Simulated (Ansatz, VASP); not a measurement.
# One calculation of Cu4Si3, two programs

```
CELL_PARAMETERS angstrom
4.79635 0.00000 0.00000
0.00000 4.79635 0.00000
0.00000 0.00000 4.79635
ATOMIC_POSITIONS crystal
Si 0.00000 0.00000 0.50000
Si 0.50000 0.00000 0.00000
Si 0.00000 0.50000 0.00000
Cu 0.68348 0.31652 0.31652
Cu 0.31652 0.68348 0.31652
Cu 0.31652 0.31652 0.68348
Cu 0.68348 0.68348 0.68348
```

Change from the starting cell: species swapped into the Si3As4 type (P-43m, No. 215).

Alike in both runs: functional PBE; k mesh 8 × 8 × 8; occupations gaussian, width 0.1 eV; no spin polarisation.

Ansatz relaxed the structure, and its values are those at the end. VASP's run is a single point on that final structure, the one shown.

|  | VASP | Ansatz |
| --- | --- | --- |
| version | VASP 6.6.1 | Ansatz 0.2.0 |
| potentials or method | VASP PAW PBE potentials, release 64 (Si, Cu), cutoff 520 eV | scalar-relativistic, plane waves, PAW |
| valence electrons in the cell | 56 | 88 |

Ansatz gave:

| Item | Value |
| --- | --- |
| gap on the k mesh at the Fermi level (eV) | none |
| pressure (GPa) | 0.0 |
| rms of the force components (eV/Å) | 0.000 |

**Question.** Estimate VASP's values.

**Answer.** gap on the k mesh at the Fermi level (eV): none; pressure (GPa): 0.3; rms of the force components (eV/Å): 0.008.

A gap of «none» marks a metal or a gap that the smearing closes. VASP's potentials hold 56 valence electrons a cell and Ansatz's 88, so a difference there can come from the potentials and not from the codes.
